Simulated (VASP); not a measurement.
Here is a VASP 6.6.1 calculation.

INCAR

```
PREC     = Accurate       # precision mode
ENCUT    = 500            # plane-wave cutoff, eV
EDIFF    = 1E-6           # SCF threshold, eV
ISMEAR   = 0              # smearing method
SIGMA    = 0.1            # smearing width, eV
LREAL    = False          # projectors in reciprocal space
LASPH    = True           # aspherical terms in the spheres
NELM     = 120            # most SCF steps
ALGO     = Normal         # electronic algorithm
ISIF     = 2              # what is computed and relaxed
LWAVE    = False          # write WAVECAR
LCHARG   = True           # write CHGCAR
GGA      = PS             # functional
LELF     = True           # ELF
LVHAR    = True         
NBANDS   = 12             # bands
GGA_COMPAT= False
```

The input KPOINTS:

```
Automatic mesh
0
Gamma
  10 10 10
```

POSCAR

```
Au
1.0
   -1.5176526099      1.5176526099      1.5176526099
    1.5176526099     -1.5176526099      1.5176526099
    1.5176526099      1.5176526099     -1.5176526099
Au
1
Direct
    0.0000000000      0.0000000000      0.0000000000
```

Potentials or basis: VASP PAW PBE potentials, release 64 (Au).

The run is started by

```sh
$ cat potpaw_PBE.64/Au/POTCAR > POTCAR
$ mpirun -np 1 vasp_std > vasp.out
```

(1) Predict the pressure.

## Answers

(1) 59.6 GPa.

Caveat: the PAW data sets were made with another functional, which shifts forces and pressure a little.
